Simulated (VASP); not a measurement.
# Ge (Pm) in VASP: single point with PBEsol

Aim: the single point of Ge with PBEsol.

All numbers are computed with VASP 6.6.1; they aren't measurements. Logs are shortened: lines on timing, memory, paths and dates and some standing lists are left out, and cuts for length are marked.

## (1) The cell of the first run

Symmetry: Pm, No. 6, monoclinic system. Conventional cell: a = 3.797 Å, b = 6.249 Å, c = 3.797 Å, α = 90.00°, β = 120.00°, γ = 90.00°. Ge (site symmetry 1) has 8 Ge at 2.59 to 3.12 Å within 3.4 Å. Within 3.4 Å of Ge (site symmetry m) lie 6 Ge at 2.59 to 2.80 Å. Within 3.5 Å of Ge (site symmetry m) lie 6 Ge at 2.69 Å.

## (2) Single point, PBEsol (atom 3 (Ge) moved by (-0.150, +0.000) A along x and z)

INCAR

```
PREC = Accurate
ENCUT = 520
EDIFF = 1E-7
ISMEAR = 0
SIGMA = 0.15
LREAL = F
LASPH = T
NELM = 100
ALGO = Normal
ISIF = 2
LWAVE = F
LCHARG = F
GGA = PS
NBANDS = 36
```

KPOINTS

```
Automatic mesh
0
Gamma
  12 12 8
```

POSCAR

```
Ge
1.0
    3.7970528728      0.0000000000      0.0000000000
   -1.8985264364      3.2883442473      0.0000000000
    0.0000000000      0.0000000000      6.2493425316
Ge
4
Direct
    0.0000000000      0.0000000000      0.0711500000
    0.0000000000      0.0000000000      0.5711500000
    0.2938290112      0.6666666667      0.8211500000
    0.6666666667      0.3333333333      0.3211500000
```

Potentials or basis: VASP PAW PBE potentials, release 64 (Ge_d).

Launch:

```bash
cat potpaw_PBE.64/Ge_d/POTCAR > POTCAR
mpirun -np 1 vasp_std > vasp.out
```

OUTCAR:

```text
PREC = Accurate
   ENCUT = 520
   EDIFF = 1E-7
   ISMEAR = 0
   LREAL = F
   LASPH = T
   NELM = 100
   ISIF = 2
   GGA = PS

 ion  position               nearest neighbor table
   1  0.000  0.000  0.071-   3 2.59   4 2.69   4 2.69   4 2.69   3 2.70   3 2.80
   2  0.000  0.000  0.571-   3 2.59   4 2.69   4 2.69   4 2.69   3 2.70   3 2.80
   3  0.294  0.667  0.821-   1 2.59   2 2.59   1 2.70   2 2.70   1 2.80   2 2.80
   4  0.667  0.333  0.321-   1 2.69   2 2.69   1 2.69   2 2.69   1 2.69   2 2.69

  LATTYP: Found a hexagonal cell.
 ALAT       =     3.7970528728
 C/A-ratio  =     1.6458402716

  Lattice vectors:

 A1 = (   3.7970528728,   0.0000000000,   0.0000000000)
 A2 = (  -1.8985264364,   3.2883442473,   0.0000000000)
 A3 = (   0.0000000000,   0.0000000000,   6.2493425316)

Analysis of symmetry for initial positions (statically):
=====================================================================
 Subroutine PRICEL returns:
 Original cell was already a primitive cell.

 Routine SETGRP: Setting up the symmetry group for a
 hexagonal supercell.

 Subroutine GETGRP returns: Found  2 space group operations
 (whereof  1 operations were pure point group operations)
 out of a pool of 24 trial point group operations.

The static configuration has the point symmetry C_1 .
 The point group associated with its full space group is C_1h.

Analysis of symmetry for dynamics (positions and initial velocities):
=====================================================================
 Subroutine PRICEL returns:
 Original cell was already a primitive cell.

 Routine SETGRP: Setting up the symmetry group for a
 hexagonal supercell.

 Subroutine GETGRP returns: Found  2 space group operations
 (whereof  1 operations were pure point group operations)
 out of a pool of 24 trial point group operations.

The dynamic configuration has the point symmetry C_1 .
 The point group associated with its full space group is C_1h.

 Subroutine INISYM returns: Found  2 space group operations
 (whereof  1 operations are pure point group operations),
 and found     1 'primitive' translations

----------------------------------------------------------------------------------------

                                     Primitive cell

  volume of cell :      78.0294

  direct lattice vectors                    reciprocal lattice vectors
     3.797052873  0.000000000  0.000000000     0.263362148  0.152052207  0.000000000
    -1.898526436  3.288344247  0.000000000     0.000000000  0.304104414  0.000000000
     0.000000000  0.000000000  6.249342532     0.000000000  0.000000000  0.160016833

  length of vectors
     3.797052873  3.797052873  6.249342532     0.304104414  0.304104414  0.160016833

  position of ions in fractional coordinates (direct lattice)
     0.000000000  0.000000000  0.071150000
     0.000000000  0.000000000  0.571150000
     0.293829011  0.666666667  0.821150000
     0.666666667  0.333333333  0.321150000

  ion indices of the primitive-cell ions
   primitive index   ion index
                 1           1
                 2           2
                 3           3
                 4           4

----------------------------------------------------------------------------------------

 KPOINTS: Automatic mesh

Automatic generation of k-mesh.
 Grid dimensions read from file:
 generate k-points for:   12   12    8

 Generating k-lattice:

  Cartesian coordinates                     Fractional coordinates (reciprocal lattice)
     0.021946846  0.012671017  0.000000000     0.083333333  0.000000000  0.000000000
     0.000000000  0.025342034  0.000000000     0.000000000  0.083333333  0.000000000
     0.000000000  0.000000000  0.020002104     0.000000000  0.000000000  0.125000000

  Length of vectors
     0.025342034  0.025342034  0.020002104

  Shift w.r.t. Gamma in fractional coordinates (k-lattice)
     0.000000000  0.000000000  0.000000000

 Subroutine IBZKPT returns following result:
 ===========================================

 Found    370 irreducible k-points:

 Following reciprocal coordinates:
            Coordinates               Weight
  0.000000  0.000000  0.000000      1.000000
  0.083333  0.000000  0.000000      2.000000
  0.000000  0.083333  0.000000      2.000000
 -0.083333  0.083333  0.000000      2.000000
  0.166667  0.000000  0.000000      2.000000
  0.000000  0.166667  0.000000      2.000000
[... 16 lines left out ...]
  0.166667  0.083333  0.000000      2.000000
 -0.083333  0.250000  0.000000      2.000000
 [... further k-points ...]
   k-points           NKPTS =    370   k-points in BZ     NKDIM =    370   number of bands    NBANDS=     36
   number of dos      NEDOS =    301   number of ions     NIONS =      4
   total plane-waves  NPLWV =  37632
   dimension x,y,z NGX =    28 NGY =   28 NGZ =   48
   dimension x,y,z NGXF=    56 NGYF=   56 NGZF=   96
   ions per type =               4
   NGX,Y,Z   is equivalent  to a cutoff of  12.26, 12.26, 12.77 a.u.
   NGXF,Y,Z  is equivalent  to a cutoff of  24.52, 24.52, 25.54 a.u.
 SYSTEM =  unknown system
   PREC   = accura    normal or accurate (medium, high low for compatibility)
   ISTART =      0    job   : 0-new  1-cont  2-samecut
   ICHARG =      2    charge: 1-file 2-atom 10-const
   ISPIN  =      1    spin polarized calculation?
   LNONCOLLINEAR =      F non collinear calculations
   LSORBIT =      F    spin-orbit coupling
   LASPH  =      T    aspherical Exc in radial PAW
   ENCUT  =  520.0 eV  38.22 Ry    6.18 a.u.   7.06  7.06 11.62*2*pi/ulx,y,z
   NELM   =    100;   NELMIN=  2; NELMDL= -5     # of ELM steps
   EDIFF  = 0.1E-06   stopping-criterion for ELM
   LREAL  =      F    real-space projection
   EDIFFG = 0.1E-05   stopping-criterion for IOM
   NSW    =      0    number of steps for IOM
   IBRION =     -1    ionic relax: 0-MD 1-quasi-New 2-CG
   NFREE  =      0    steps in history (QN), initial steepest desc. (CG)
   ISIF   =      2    stress and relaxation
   ISYM   =      2    0-nonsym 1-usesym 2-fastsym
   POTIM  = 0.5000    time-step for ionic-motion
   TEBEG  =    0.0;   TEEND  =   0.0 temperature during run
   PSTRESS=    0.0 pullay stress
   NELECT =      56.0000    total number of electrons
   NUPDOWN=      -1.0000    fix difference up-down
   EMIN   =  10.00;   EMAX   =-10.00  energy-range for DOS
   EFERMI =   0.00;   METHOD = LEGACY
   ISMEAR =     0;   SIGMA  =   0.15  broadening in eV -4-tet -1-fermi 0-gaus
   EFERMI_NEDOS =   21; number of points for ismear=-14 and -15
   IALGO  =     38    algorithm
   IMIX   =      4    mixing-type and parameters
     AMIX     =   0.40;   BMIX     =  1.00
     AMIX_MAG =   1.60;   BMIX_MAG =  1.00
  volume/ion in A,a.u.               =      19.51       131.64
  Fermi-wavevector in a.u.,A,eV,Ry     =   1.465721  2.769812 29.229929  2.148339
  Thomas-Fermi vector in A             =   2.581544
   LORBIT       =      0    0 simple, 1 ext, 2 COOP (PROOUT), +10 PAW based schemes
   GGA     = PS    functional components
   LHFCALC =     F    Hartree Fock is set to
   AEXX    =    0.0000 exact exchange contribution
   IVDW    =     0    specifies the selected vdW correction
   LEPSILON=     F    determine dielectric tensor
   LRPA    =     F    only Hartree local field effects (RPA)
 non-spin polarized calculation
 Gauss-broadening in eV      SIGMA  =   0.15
  energy-cutoff  :      520.00
  volume of cell :       78.03
 maximum number of plane-waves:      2118
   NGX = 15   NGY = 15   NGZ = 23

 number of electron      56.0000002 magnetization

 Free energy of the ion-electron system (eV)
  ---------------------------------------------------
  ext. energy  EPLUGINS =         0.00000000
  ---------------------------------------------------
  free energy    TOTEN  =       -18.81963436 eV

  energy without entropy =      -18.80184677  energy(sigma->0) =      -18.81074056

 E-fermi :   6.1101     XC(G=0): -11.1352

 val. band max:        6.1077146923   @ k =   0.4167   0.0833   0.0000
 cond. band min:       6.1102053348   @ k =   0.2500  -0.0833  -0.1250
 fundamental gap:      0.0024906426
 Fermi energy:         6.1100809040

 k-point     1 :       0.0000    0.0000    0.0000
  band No.  band energies     occupation
      1     -18.5621      2.00000
      2     -18.5364      2.00000
      3     -18.5352      2.00000
      4     -18.5287      2.00000
      5     -18.5064      2.00000
      6     -18.4047      2.00000
[... 28 lines left out ...]
     35      11.5020      0.00000
     36      11.8338      0.00000

 k-point     2 :       0.0833    0.0000    0.0000
  band No.  band energies     occupation
      1     -18.5607      2.00000
      2     -18.5332      2.00000
      3     -18.5323      2.00000
      4     -18.5258      2.00000
      5     -18.5048      2.00000
      6     -18.4121      2.00000
[... 28 lines left out ...]
     35      11.5218      0.00000
     36      12.0671      0.00000

 k-point     3 :       0.0000    0.0833    0.0000
  band No.  band energies     occupation
      1     -18.5592      2.00000
      2     -18.5333      2.00000
      3     -18.5332      2.00000
      4     -18.5252      2.00000
      5     -18.5046      2.00000
      6     -18.4158      2.00000
[... 28 lines left out ...]
     35      11.4291      0.00000
     36      12.0739      0.00000
[... 742 lines left out ...]
 k-point    23 :       0.1667    0.0833    0.0000
  band No.  band energies     occupation
      1     -18.5542      2.00000
      2     -18.5239      2.00000
      3     -18.5083      2.00000
      4     -18.5082      2.00000
      5     -18.4969      2.00000
      6     -18.4297      2.00000
[... 28 lines left out ...]
     35      11.6257      0.00000
     36      13.2846      0.00000

 k-point    24 :      -0.0833    0.2500    0.0000
  band No.  band energies     occupation
      1     -18.5428      2.00000
      2     -18.5201      2.00000
      3     -18.5148      2.00000
      4     -18.5078      2.00000
      5     -18.4954      2.00000
      6     -18.4361      2.00000
[... 28 lines left out ...]
     35      11.6041      0.00000
     36      13.5220      0.00000

 [... further k-points ...]

------------------------ aborting loop because EDIFF is reached ----------------------------------------

  FORCE on cell =-STRESS in cart. coord.  units (eV):
  Direction    XX          YY          ZZ          XY          YZ          ZX
  --------------------------------------------------------------------------------------
  -------------------------------------------------------------------------------------
  Total        0.0665804      0.0277550      0.3172090     -0.4785658      0.0000000      0.0000000
  in kB        1.3670958      0.5698932      6.5132503     -9.8263891      0.0000000      0.0000000
  external PRESSURE =       2.8167464 kB  Pullay stress =       0.0000000 kB

 VOLUME and BASIS-vectors are now :
 -----------------------------------------------------------------------------
  energy-cutoff  :      520.00
  volume of cell :       78.03
      direct lattice vectors                 reciprocal lattice vectors
     3.797052873  0.000000000  0.000000000     0.263362148  0.152052207  0.000000000
    -1.898526436  3.288344247  0.000000000     0.000000000  0.304104414  0.000000000
     0.000000000  0.000000000  6.249342532     0.000000000  0.000000000  0.160016833

 POSITION                                       TOTAL-FORCE (eV/Angst)
 -----------------------------------------------------------------------------------
      0.00000      0.00000      0.44464        -0.271584      0.057047      0.081494
      0.00000      0.00000      3.56931        -0.271584      0.057047     -0.081494
     -0.15000      2.19223      5.13165         0.606676     -0.099259      0.000000
      1.89853      1.09611      2.00698        -0.063508     -0.014836      0.000000
 -----------------------------------------------------------------------------------
    total drift:                                0.000857      0.000423     -0.000199

  FREE ENERGIE OF THE ION-ELECTRON SYSTEM (eV)
  ---------------------------------------------------
  free  energy   TOTEN  =       -18.8196343617 eV

  energy  without entropy=      -18.8018467674  energy(sigma->0) =      -18.81074056
```

It took 7.9 min on 1 thread of Intel Xeon 6975P-C (Granite Rapids), shared host; peak memory 0.73 GiB.

What came out:

```
Free energy            : -18.8196 eV
Pressure               : 0.3 GPa
Largest force          : 0.615 eV/Å
Band gap on the k mesh : zero (bands 28 and 29 overlap by 4.09 eV)
```

Forces on the atoms (eV/Å):
```
Ge  -0.272  0.057  0.081
Ge  -0.272  0.057 -0.081
Ge   0.607 -0.099  0.000
Ge  -0.064 -0.015  0.000
```

Caveat: the cell differs from its parent crystal (atom 3 (Ge) moved by (-0.150, +0.000) A along x and z); the PAW data sets were made with another functional, which shifts forces and pressure a little.
